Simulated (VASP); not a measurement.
# Re (P6_3/mmc) in VASP: a series of runs, part 2 of 2

VASP 6.6.1. Earlier steps stand in the parts before.

### 4 Single point, PBEsol (13.68 Å³/atom)

This run uses another cell than the first one, of 13.68 Å³/atom.

Contents of INCAR:

```
PREC = Accurate
ENCUT = 520
EDIFF = 1E-6
ISMEAR = 0
SIGMA = 0.1
LREAL = False
LASPH = True
NELM = 80
ALGO = Normal
ISIF = 2
LWAVE = False
LCHARG = False
GGA = PS
NBANDS = 14
```

Contents of KPOINTS:

```
regular mesh
0
Gamma
  18 18 10
```

Contents of POSCAR:

```
Re
1.0
    2.6942203524      0.0000000000      0.0000000000
   -1.3471101762      2.3332632686      0.0000000000
    0.0000000000      0.0000000000      4.3524986396
Re
2
Direct
    0.3333333333      0.6666666667      0.2500000000
    0.6666666667      0.3333333333      0.7500000000
```

Potentials or basis: VASP PAW PBE potentials, release 64 (Re).

Command:

```
> cat potpaw_PBE.64/Re/POTCAR > POTCAR
> mpirun -np 1 vasp_std > vasp.out
```

OUTCAR:

```text
PREC = Accurate
   ENCUT = 520
   EDIFF = 1E-6
   ISMEAR = 0
   LREAL = False
   LASPH = True
   NELM = 80
   ISIF = 2
   GGA = PS

 ion  position               nearest neighbor table
   1  0.333  0.667  0.250-   2 2.68   2 2.68   2 2.68   2 2.68   2 2.68   2 2.68
   2  0.667  0.333  0.750-   1 2.68   1 2.68   1 2.68   1 2.68   1 2.68   1 2.68

  LATTYP: Found a hexagonal cell.
 ALAT       =     2.6942203524
 C/A-ratio  =     1.6154946776

  Lattice vectors:

 A1 = (   2.6942203524,   0.0000000000,   0.0000000000)
 A2 = (  -1.3471101762,   2.3332632686,   0.0000000000)
 A3 = (   0.0000000000,   0.0000000000,   4.3524986396)

Analysis of symmetry for initial positions (statically):
=====================================================================
 Subroutine PRICEL returns:
 Original cell was already a primitive cell.

 Routine SETGRP: Setting up the symmetry group for a
 hexagonal supercell.

 Subroutine GETGRP returns: Found 24 space group operations
 (whereof 12 operations were pure point group operations)
 out of a pool of 24 trial point group operations.

The static configuration has the point symmetry D_3d.
 The point group associated with its full space group is D_6h.

Analysis of symmetry for dynamics (positions and initial velocities):
=====================================================================
 Subroutine PRICEL returns:
 Original cell was already a primitive cell.

 Routine SETGRP: Setting up the symmetry group for a
 hexagonal supercell.

 Subroutine GETGRP returns: Found 24 space group operations
 (whereof 12 operations were pure point group operations)
 out of a pool of 24 trial point group operations.

The dynamic configuration has the point symmetry D_3d.
 The point group associated with its full space group is D_6h.

 Subroutine INISYM returns: Found 24 space group operations
 (whereof 12 operations are pure point group operations),
 and found     1 'primitive' translations

[... 124 lines left out ...]
   LRPA    =     F    only Hartree local field effects (RPA)
 non-spin polarized calculation
 Gauss-broadening in eV      SIGMA  =   0.10
  energy-cutoff  :      520.00
  volume of cell :       27.36
 maximum number of plane-waves:       764
 NGX is ok and might be reduce to    20
   NGX =  9   NGY =  9   NGZ = 17

 number of electron      14.0000000 magnetization

 Free energy of the ion-electron system (eV)
  ---------------------------------------------------
  ext. energy  EPLUGINS =         0.00000000
  ---------------------------------------------------
  free energy    TOTEN  =       -26.59232851 eV

  energy without entropy =      -26.58491116  energy(sigma->0) =      -26.58861983

 E-fermi :   8.6354     XC(G=0): -14.2202

 val. band max:        8.6319414952   @ k =   0.3889   0.2222   0.3000
 cond. band min:       8.6397574384   @ k =   0.0556  -0.0000   0.1000
 fundamental gap:      0.0078159432
 Fermi energy:         8.6354130420

 k-point     1 :       0.0000    0.0000    0.0000
  band No.  band energies     occupation
      1      -1.7579      2.00000
      2       1.4451      2.00000
      3       6.8524      2.00000
      4       6.8524      2.00000
      5       6.8579      2.00000
      6       7.7959      2.00000
      7       7.7959      2.00000
      8       8.8340      0.00498
      9       8.8340      0.00498
     10       9.4358      0.00000
     11      12.3619      0.00000
     12      12.3619      0.00000
     13      19.6384      0.00000
     14      22.9055      0.00000
[... 377 lines left out ...]
      1       2.5325      2.00000
      2       2.7367      2.00000
      3       2.9491      2.00000
      4       6.2645      2.00000
      5       6.3006      2.00000
      6       7.1452      2.00000
      7       7.9672      2.00000
      8      12.2039      0.00000
      9      12.8769      0.00000
     10      13.2124      0.00000
     11      14.9432      0.00000
     12      17.9137      0.00000
     13      19.6624      0.00000
     14      20.5983      0.00000

 [... further k-points ...]

------------------------ aborting loop because EDIFF is reached ----------------------------------------

  FORCE on cell =-STRESS in cart. coord.  units (eV):
  Direction    XX          YY          ZZ          XY          YZ          ZX
  --------------------------------------------------------------------------------------
  -------------------------------------------------------------------------------------
  Total        4.8676275      4.8676275      4.8538343      0.0000000      0.0000000     -0.0000000
  in kB      285.0312129    285.0312129    284.2235271      0.0000000      0.0000000     -0.0000000
  external PRESSURE =     284.7619843 kB  Pullay stress =       0.0000000 kB

 VOLUME and BASIS-vectors are now :
 -----------------------------------------------------------------------------
  energy-cutoff  :      520.00
  volume of cell :       27.36
      direct lattice vectors                 reciprocal lattice vectors
     2.694220352  0.000000000  0.000000000     0.371164890  0.214292149  0.000000000
    -1.347110176  2.333263269  0.000000000     0.000000000  0.428584298  0.000000000
     0.000000000  0.000000000  4.352498640     0.000000000  0.000000000  0.229753087

 POSITION                                       TOTAL-FORCE (eV/Angst)
 -----------------------------------------------------------------------------------
     -0.00000      1.55551      1.08812         0.000000     -0.000000      0.000000
      1.34711      0.77775      3.26437        -0.000000      0.000000      0.000000
 -----------------------------------------------------------------------------------
    total drift:                               -0.000000      0.000000     -0.000000

  FREE ENERGIE OF THE ION-ELECTRON SYSTEM (eV)
  ---------------------------------------------------
  free  energy   TOTEN  =       -26.5923285110 eV

  energy  without entropy=      -26.5849111562  energy(sigma->0) =      -26.58861983
```

stdout:

```text
POSCAR found type information on POSCAR Re
 POSCAR found :  1 types and       2 ions
 scaLAPACK will be used
 -----------------------------------------------------------------------------
|                                                                             |
|                                                                             |
|     You enforced a specific xc type in the INCAR file but a different       |
|     I HOPE YOU KNOW WHAT YOU ARE DOING!                                     |
|                                                                             |
 -----------------------------------------------------------------------------

 LDA part: xc-table for (Slater+PW92), standard interpolation
 POSCAR, INCAR and KPOINTS ok, starting setup
 FFT: planning ... GRIDC
 FFT: planning ... GRID_SOFT
 FFT: planning ... GRID
 WAVECAR not read
 entering main loop
```

Run time: 2 min. Hardware: 1 thread of Intel Xeon 8259CL, shared host; peak memory 0.2 GiB.

Results:

* Free energy: -26.5923 eV
* Pressure: 28.5 GPa
* Band gap on the k mesh: zero (bands 7 and 8 overlap by 3.63 eV)

Levels at points of the mesh, in eV from the Fermi level:
| k point | band 3 | band 4 | band 5 | band 6 | band 7 | band 8 | band 9 | band 10 | band 11 | band 12 |
| --- | --- | --- | --- | --- | --- | --- | --- | --- | --- | --- |
| (0.00, 0.00, 0.00) | -1.78 | -1.78 | -1.78 | -0.84 | -0.84 | 0.20 | 0.20 | 0.80 | 3.73 | 3.73 |
| (0.50, 0.00, 0.00) | -5.81 | -2.18 | -1.74 | -1.48 | -0.64 | 4.45 | 4.91 | 5.06 | 6.77 | 7.79 |
| (0.00, 0.00, 0.50) | -2.60 | -2.60 | -1.92 | -1.92 | -1.92 | -1.92 | 2.85 | 2.85 | 2.85 | 2.85 |
| (0.50, 0.00, 0.50) | -4.55 | -4.55 | 0.42 | 0.42 | 1.11 | 1.11 | 4.80 | 4.80 | 5.32 | 5.32 |

Caveat: the cell stands under pressure; the PAW data sets were made with another functional, which shifts forces and pressure a little; spin-orbit coupling is left out, which moves the levels of the heavy elements.

### 5 Single point, PBEsol (14.12 Å³/atom)

This run uses another cell than the first one, of 14.12 Å³/atom.

Contents of INCAR:

```
SYSTEM = Re
ALGO     = Fast           ! electronic algorithm
EDIFF    = 1E-7           ! SCF threshold, eV
ENCUT    = 520            ! plane-wave cutoff, eV
GGA      = PS             ! functional
ISIF     = 2              ! what is computed and relaxed
ISMEAR   = 0              ! smearing method
LASPH    = .TRUE.         ! aspherical terms in the spheres
LCHARG   = .FALSE.        ! write CHGCAR
LREAL    = .FALSE.        ! projectors in reciprocal space
LWAVE    = .FALSE.        ! write WAVECAR
NBANDS   = 14             ! bands
NELM     = 100            ! most SCF steps
PREC     = Accurate       ! precision mode
SIGMA    = 0.1            ! smearing width, eV
```

Contents of KPOINTS:

```
k-points
0
G
  18 18 10
  0 0 0
```

Contents of POSCAR:

```
Re
1.0
    2.7225826509      0.0000000000      0.0000000000
   -1.3612913254      2.3578257396      0.0000000000
    0.0000000000      0.0000000000      4.3983177819
Re
2
Direct
    0.3333333333      0.6666666667      0.2500000000
    0.6666666667      0.3333333333      0.7500000000
```

Command:

```
> cat potpaw_PBE.64/Re/POTCAR > POTCAR
> mpirun -np 1 vasp_std > vasp.out
```

Run time: 3.1 min. Hardware: 1 thread of Intel Xeon 8259CL, shared host; peak memory 0.2 GiB.

Results (log left out):

* Free energy: -26.7051 eV
* Pressure: 13.1 GPa
* Band gap on the k mesh: zero (bands 7 and 8 overlap by 3.42 eV)

Levels at points of the mesh, in eV from the Fermi level:
```csv
k point,band 4,band 5,band 6,band 7,band 8,band 9,band 10,band 11
"(0.00, 0.00, 0.00)",-1.69,-1.68,-0.79,-0.79,0.20,0.20,0.72,3.58
"(0.50, 0.00, 0.00)",-2.06,-1.74,-1.43,-0.61,4.25,4.68,4.83,6.47
"(0.00, 0.00, 0.50)",-2.50,-1.82,-1.82,-1.82,-1.82,2.73,2.73,2.73
"(0.50, 0.00, 0.50)",-4.34,0.42,0.42,1.03,1.03,4.58,4.58,5.09
```

Caveat: the cell stands under pressure; the PAW data sets were made with another functional, which shifts forces and pressure a little; spin-orbit coupling is left out, which moves the levels of the heavy elements.

### 6 Summary

| cell | gap on the mesh (eV) | pressure (GPa) |
| --- | --- | --- |
| a = 2.636, b = 2.636, c = 4.258 Å, angles 90.0, 90.0, 120.0°, 2 atoms | none | 68.0 |
| a = 2.665, b = 2.665, c = 4.306 Å, angles 90.0, 90.0, 120.0°, 2 atoms | none | 46.6 |
| a = 2.694, b = 2.694, c = 4.352 Å, angles 90.0, 90.0, 120.0°, 2 atoms | none | 28.5 |
| a = 2.723, b = 2.723, c = 4.398 Å, angles 90.0, 90.0, 120.0°, 2 atoms | none | 13.1 |

Alike in all rows: task single point; level PBEsol; potentials or basis VASP PAW PBE potentials, release 64 (Re); no spin polarisation; k mesh 18 × 18 × 10; cutoff (eV) 520; smearing gaussian 0.1 eV.

Caveats: the cell stands under pressure; the PAW data sets were made with another functional, which shifts forces and pressure a little; spin-orbit coupling is left out, which moves the levels of the heavy elements.

Total energies depend on the potentials used, so only differences within one code and one set of settings carry meaning.
